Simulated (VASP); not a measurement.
Write the native input for VASP 6.6.1 that does the following.

```yaml
Task: single point
Functional: LDA
Potentials_or_basis: VASP PAW LDA potentials, release 64 (Be, Te)
Cutoff: 520 eV
k_mesh: 8 × 8 × 8
Occupations: gaussian, width 0.05 eV
Spin: no spin polarisation
Dipole_correction: no
Further_INCAR_settings: ALGO = Normal; EDIFF = 1e-06; NBANDS = 11
```

The structure of BeTe lies in POSCAR:

```
BeTe
1.0
    0.0000000000      2.9916000000      2.7700000000
    2.9916000000      0.0000000000      2.7700000000
    2.9916000000      2.9916000000      0.0000000000
Be Te
1 1
Direct
    0.0000000000      0.0000000000      0.0000000000
    0.7500000000      0.7500000000      0.7500000000
```

This cell differs from its parent crystal: strain +0.080 along x and y, +0.000 along z.

The input as run:

INCAR

```
ALGO = Normal
EDIFF = 1E-6
ENCUT = 520
GGA = CA
ISIF = 2
ISMEAR = 0
LASPH = True
LCHARG = False
LREAL = False
LWAVE = False
NBANDS = 11
NELM = 60
PREC = Accurate
SIGMA = 0.05
```

KPOINTS

```
k-points
0
Gamma
  8 8 8
```

Potentials or basis: VASP PAW LDA potentials, release 64 (Be, Te).

Run with:

```bash
$ cat potpaw_LDA.64/Be/POTCAR potpaw_LDA.64/Te/POTCAR > POTCAR
$ mpirun -np 1 vasp_std > vasp.out
```

Results of the run:

```yaml
Pressure: -6.8 GPa
Band_gap_on_the_k_mesh: 1.61 eV, indirect (least direct gap 2.75 eV)
```

Caveat: the cell differs from its parent crystal (strain +0.080 along x and y, +0.000 along z); spin-orbit coupling is left out, which moves the levels of the heavy elements.

It took 26 s on 1 thread of AMD EPYC 7R43 64-Core Processor (Zen 3) (shared host), peak memory 0.13 GiB.
